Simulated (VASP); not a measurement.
ZrB6, 7 atoms in the cell. The structure is cubic, space group Pm-3m (No. 221). Conventional cell: a = 4.050 Å, b = 4.050 Å, c = 4.050 Å, α = 90.00°, β = 90.00°, γ = 90.00°. Within 3.9 Å of Zr (site symmetry m-3m) lie 24 B at 2.97 Å. Within 2.1 Å of B (site symmetry 4mm) lie 5 B at 1.60 to 1.73 Å. 

| Property | Result |
| --- | --- |
| Program | VASP 6.6.1 |
| Task | single point |
| Functional | PBE |
| Potentials or basis | VASP PAW PBE potentials, release 64 (Zr_sv, B) |
| Cutoff | 520 eV |
| k mesh | 4 × 4 × 4 |
| Occupations | gaussian, width 0.1 eV |
| Spin | no spin polarisation |
| Dipole correction | no |
| Further INCAR settings | ALGO = Normal; EDIFF = 1e-06; NBANDS = 24 |

Potentials or basis: VASP PAW PBE potentials, release 64 (Zr_sv, B).

The run is started by

```bash
$ cat potpaw_PBE.64/Zr_sv/POTCAR potpaw_PBE.64/B/POTCAR > POTCAR
$ mpirun -np 1 vasp_std > vasp.out
```

Hardware: 1 thread of AMD EPYC 7R13 Processor (Zen 3), with other jobs on the host.

Q: How long does it take, and how much memory?

A: Run time: 15 s on 1 thread of AMD EPYC 7R13 Processor (Zen 3), with other jobs on the host, peak memory 0.14 GiB. Counts: scf iterations 14, k points 10.
